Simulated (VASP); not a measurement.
Wanted: the native input for a VASP 6.6.1 run.

```yaml
Task: single point
Functional: PBE
Potentials_or_basis: VASP PAW PBE potentials, release 64 (Ni, O)
Cutoff: 520 eV
k_mesh: 5 × 5 × 4
Occupations: gaussian, width 0.05 eV
Spin: collinear spin, antiferromagnetic start
Starting_moments: "[2.0, -2.0, 0.0, 0.0] μB"
Hubbard_terms: Ni d U = 6.2 eV
Dipole_correction: no
Further_INCAR_settings: ALGO = Normal; EDIFF = 1e-06; NBANDS = 28
```

The structure of NiO lies in POSCAR:

```
NiO
1.0
    0.0000000000      2.0859016414     -2.0859016414
    0.0000000000      2.0859016414      2.0859016414
    4.1718032828      0.0000000000      0.0000000000
Ni O
2 2
Direct
    0.0000000000      0.0000000000      0.0000000000
    0.5000000000      0.5000000000      0.5000000000
    0.0000000000      1.0000000000      0.5000000000
    0.5000000000      1.5000000000      1.0000000000
```

These files were run (other wordings do the same):

INCAR

```
ALGO = Normal ; EDIFF = 1E-6
ENCUT = 520 ; GGA = PE
ISIF = 2 ; ISMEAR = 0
ISPIN = 2 ; LASPH = True
LCHARG = False ; LDAU = True
LDAUJ = 0 0 ; LDAUL = 2 -1
LDAUPRINT = 1 ; LDAUTYPE = 2
LDAUU = 6.2 0 ; LMAXMIX = 4
LORBIT = 11 ; LREAL = False
LWAVE = False ; MAGMOM = 2 -2 0 0
NBANDS = 28 ; NELM = 150
PREC = Accurate ; SIGMA = 0.05
```

KPOINTS

```
k-points
0
Gamma
  5 5 4
```

Potentials or basis: VASP PAW PBE potentials, release 64 (Ni, O).

Command:

```sh
$ cat potpaw_PBE.64/Ni/POTCAR potpaw_PBE.64/O/POTCAR > POTCAR
$ mpirun -np 1 vasp_std > vasp.out
```

It gave:

The pressure is 3.6 GPa, the band gap on the k mesh is 2.76 eV and the net moment is 0.00 μB per cell. The site moments are Ni +1.84, -1.84; O -0.06, +0.06 μB. The valence electrons inside the program's atomic spheres are Ni 9.00; O 5.04.

Caveat: the k points lie up to 0.43 Å⁻¹ apart.

It took 66 s on 1 thread of Intel Xeon 8259CL, with other jobs on the host, peak memory 0.17 GiB.
